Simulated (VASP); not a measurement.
A run of VASP 6.6.1:

INCAR

```
SYSTEM = Os
  ALGO = Normal
  EDIFF = 1E-6
  ENCUT = 560
  GGA = CA
  GGA_COMPAT = .FALSE.
  ISIF = 2
  ISMEAR = 1
  LASPH = .TRUE.
  LCHARG = .FALSE.
  LREAL = .FALSE.
  LWAVE = .FALSE.
  NBANDS = 23
  NELM = 120
  PREC = Accurate
  SIGMA = 0.03
```

KPOINTS

```
k-points
0
G
  13 13 8
  0 0 0
```

Contents of POSCAR:

```
Os
1.0
    2.7175247593      0.0000000000      0.0000000000
   -1.3587623796      2.3534454770      0.0000000000
    0.0000000000      0.0000000000      4.2844606214
Os
2
Direct
    0.3333333333      0.6666666667      0.2500000000
    0.6666666667      0.3333333333      0.7500000000
```

Potentials or basis: VASP PAW LDA potentials, release 64 (Os_sv_GW).

Run with:

```bash
$ cat potpaw_LDA.64/Os_sv_GW/POTCAR > POTCAR
$ mpirun -np 1 vasp_std > vasp.out
```

Hardware: 1 thread of AMD EPYC 9R45 96-Core Processor (Zen 5) (shared host).

Q: Estimate the wall time of this run.

A: It took 35 s on 1 thread of AMD EPYC 9R45 96-Core Processor (Zen 5), on a shared host, peak memory 0.16 GiB. Counts: scf iterations 11, k points 105.
